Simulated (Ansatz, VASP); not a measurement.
**AlNi: VASP beside Ansatz**

The input INCAR:

```
SYSTEM = AlNi
PREC = Accurate
ENCUT = 520
EDIFF = 1E-6
ISMEAR = 0
SIGMA = 0.15
LREAL = .False.
LASPH = .True.
NELM = 80
ALGO = Normal
ISIF = 2
LWAVE = .False.
LCHARG = .True.
GGA = PS
LELF = .True.
LVHAR = .True.
NBANDS = 14
```

Contents of KPOINTS:

```
regular mesh
0
Gamma
  16 16 16
  0 0 0
```

File POSCAR:

```
AlNi
1.0
    2.8140309241      0.0000000000      0.0000000000
    0.0000000000      2.8140309241      0.0000000000
    0.0000000000      0.0000000000      2.8140309241
Al Ni
1 1
Direct
    0.0000000000      0.0000000000      0.0000000000
    0.5000000000      0.5000000000      0.5000000000
```

Input for Ansatz:

```yaml
crystal:
  lattice:
    - [2.8140309241, 0.0, 0.0]
    - [0.0, 2.8140309241, 0.0]
    - [0.0, 0.0, 2.8140309241]
  atoms:
    - { symbol: Al, position: [0.0, 0.0, 0.0] }
    - { symbol: Ni, position: [0.5, 0.5, 0.5] }
basis:
  ecutwfc: 520.0
kpoints:
  mp_grid: { grid: [16, 16, 16] }
hamiltonian:
  xc: pbesol
  pseudopotentials: { kind: paw, azcp: { folder: soft_1 } }
scf:
  occupations: { method: gaussian, width: 0.15 }
output:
  forces: true
  stress: true
  eigenvalues: true
```

Change from the starting cell: mode 6 frozen in at +0.000 Å, equal normal strain along x, y and z -0.0167.

Alike in both runs: task single point; functional PBEsol; k mesh 16 × 16 × 16; occupations gaussian, width 0.15 eV; no spin polarisation.

```csv
,VASP,Ansatz
version,VASP 6.6.1,Ansatz 0.2.0
potentials or method,"VASP PAW PBE potentials, release 64 (Al, Ni), cutoff 520 eV","scalar-relativistic, plane waves, PAW"
valence electrons in the cell,13,21
```

|  | VASP | Ansatz | Ansatz less VASP |
| --- | --- | --- | --- |
| gap on the k mesh at the Fermi level (eV) | none | none | - |
| pressure (GPa) | 10.0 | 9.8 | -0.25 |

VASP's potentials were made for PBE, not for PBEsol, and Ansatz warns of the same on its side. A gap of «none» marks a metal or a gap that the smearing closes. VASP's potentials hold 13 valence electrons a cell and Ansatz's 21, so a difference there can come from the potentials and not from the codes.
